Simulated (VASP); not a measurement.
Input of a VASP 6.6.1 run:

The input INCAR:

```
PREC = Accurate ; ENCUT = 520
EDIFF = 1E-7 ; ISMEAR = 0
SIGMA = 0.1 ; LREAL = False
LASPH = True ; NELM = 80
ALGO = Fast ; ISIF = 2
LWAVE = False ; LCHARG = False
GGA = PE ; NBANDS = 19
```

The input KPOINTS:

```
regular mesh
0
Gamma
  12 12 6
```

Contents of POSCAR:

```
Al5As
1.0
    5.4282429982      0.0000000000      0.0000000000
   -2.7141214991      4.7009963344      0.0000000000
    0.0000000000      0.0000000000      7.9672231080
Al As
5 1
Direct
    0.0000000000      0.0000000000      0.1833920464
    0.0000000000      0.0000000000      0.8166079536
    0.5000000000      0.0000000000      0.5000000000
    0.0000000000      0.5000000000      0.5000000000
    0.5000000000      0.5000000000      0.5000000000
    0.0000000000      0.0000000000      0.5000000000
```

Potentials or basis: VASP PAW PBE potentials, release 64 (Al, As).

Run with:

```bash
$ cat potpaw_PBE.64/Al/POTCAR potpaw_PBE.64/As/POTCAR > POTCAR
$ mpirun -np 1 vasp_std > vasp.out
```

(1) Estimate the band gap on the k mesh.

(2) Estimate the pressure.

(3) What does it give for the largest force?

Results:

(1) zero (band 10 reaches 2.84 eV, above the bottom of band 11 at 1.12 eV).

(2) 0.0 GPa.

(3) 0.016 eV/Å.
